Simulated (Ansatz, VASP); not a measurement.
## One calculation of Si, two programs

```
Si
1.0
     0.00000    2.75144    2.74806
     2.60289    0.00000    2.74806
     2.60289    2.75144    0.00000
Si
2
Direct
  0.50000 0.50000 0.50000
  0.75000 0.75000 0.75000
```

Change from the starting cell: strain +e along x and -e along y -0.0275, strain +e along z and -e/2 along x and y +0.0175.

Alike in both runs: task single point; functional LDA; k mesh 12 × 12 × 12; occupations gaussian, width 0.05 eV; no spin polarisation.

|  | VASP | Ansatz |
| --- | --- | --- |
| version | VASP 6.6.1 | Ansatz 0.2.0 |
| potentials or method | VASP PAW LDA potentials, release 64 (Si), cutoff 520 eV | scalar-relativistic, plane waves, PAW |
| valence electrons in the cell | 8 | 8 |

Ansatz gave:

- gap on the k mesh at the Fermi level (eV): none
- pressure (GPa): 0.0
- traceless stress, the component that is largest in VASP (GPa): 3.15

Q: What did VASP give for the same quantities?

A: gap on the k mesh at the Fermi level (eV): none; pressure (GPa): 0.1; traceless stress, the component that is largest in VASP (GPa): 3.15.

Ansatz warns that its potentials were made for another functional, while VASP's fit it. LDA's correlation is that of Perdew and Zunger in VASP and of Perdew and Wang (1992) in Ansatz. A gap of «none» marks a metal or a gap that the smearing closes.
